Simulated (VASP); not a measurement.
Here is a VASP 6.6.1 calculation.

Contents of INCAR:

```
PREC = Accurate ; ENCUT = 520
EDIFF = 1E-7 ; ISMEAR = 0
SIGMA = 0.1 ; LREAL = F
LASPH = T ; NELM = 150
ALGO = Normal ; ISIF = 2
LWAVE = F ; LCHARG = F
ISPIN = 2 ; MAGMOM = 1 1 1 0 0
LORBIT = 11 ; LMAXMIX = 4
GGA = PE ; NBANDS = 33
```

File KPOINTS:

```
regular mesh
0
Gamma
  6 6 6
```

The input POSCAR:

```
Zr2TiB2
1.0
   -2.2229332048      2.2229332048      4.2807551810
    2.2229332048     -2.2229332048      4.2807551810
    2.2229332048      2.2229332048     -4.2807551810
Zr Ti B
2 1 2
Direct
    0.3257140176      0.3257140176      0.0000000000
    0.6742859824      0.6742859824      0.0000000000
    0.0000000000      0.0000000000      0.0000000000
    0.2500000000      0.7500000000      0.5000000000
    0.7500000000      0.2500000000      0.5000000000
```

Potentials or basis: VASP PAW PBE potentials, release 64 (Zr_sv, Ti_sv, B).

The run is started by

```console
$ cat potpaw_PBE.64/Zr_sv/POTCAR potpaw_PBE.64/Ti_sv/POTCAR potpaw_PBE.64/B/POTCAR > POTCAR
$ mpirun -np 1 vasp_std > vasp.out
```

(1) Predict the site moments.

(2) What does it give for the net moment?

## Answers

(1) Zr -0.07; Ti +1.05; B -0.03 μB.

(2) 1.09 μB per cell.
